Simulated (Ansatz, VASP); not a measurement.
## Two plane-wave programs on EuS3

```
CELL_PARAMETERS angstrom
4.44269 0.00000 0.00000
0.00000 4.44269 0.00000
0.00000 0.00000 4.44269
ATOMIC_POSITIONS crystal
Eu 0.00000 0.00000 0.00000
S 0.50000 0.50000 0.00000
S 0.50000 0.00000 0.50000
S 0.00000 0.50000 0.50000
```

Change from the starting cell: species swapped into the Cu3Sb type (Pm-3m, No. 221).

Alike in both runs: task relaxation of cell and atoms; functional PBE; k mesh 4 × 4 × 4; occupations gaussian, width 0.1 eV; collinear spin.

|  | VASP | Ansatz |
| --- | --- | --- |
| version | VASP 6.6.1 | Ansatz 0.2.0 |
| potentials or method | VASP PAW PBE potentials, release 64 (Eu, S), cutoff 600 eV | scalar-relativistic, plane waves, PAW |
| valence electrons in the cell | 35 | 35 |

VASP gave:

```
gap on the k mesh at the Fermi level, each at its own relaxed structure (eV) : none
net moment per atom (μB)                                                     : 1.57
size of the moment on the site where the two differ most (μB)                : 6.33
relaxed volume (Å³/atom)                                                     : 19.46
relaxed cell length with the largest relative difference (Å)                 : 4.270
```

Question: What did Ansatz give for the same quantities?

Answer: gap on the k mesh at the Fermi level, each at its own relaxed structure (eV): none; net moment per atom (μB): 1.57; size of the moment on the site where the two differ most (μB): 6.48; relaxed volume (Å³/atom): 19.49; relaxed cell length with the largest relative difference (Å): 4.272.

Site moments also hang on the region over which each program counts them. A gap of «none» marks a metal or a gap that the smearing closes.

Neither program's run includes spin-orbit coupling.
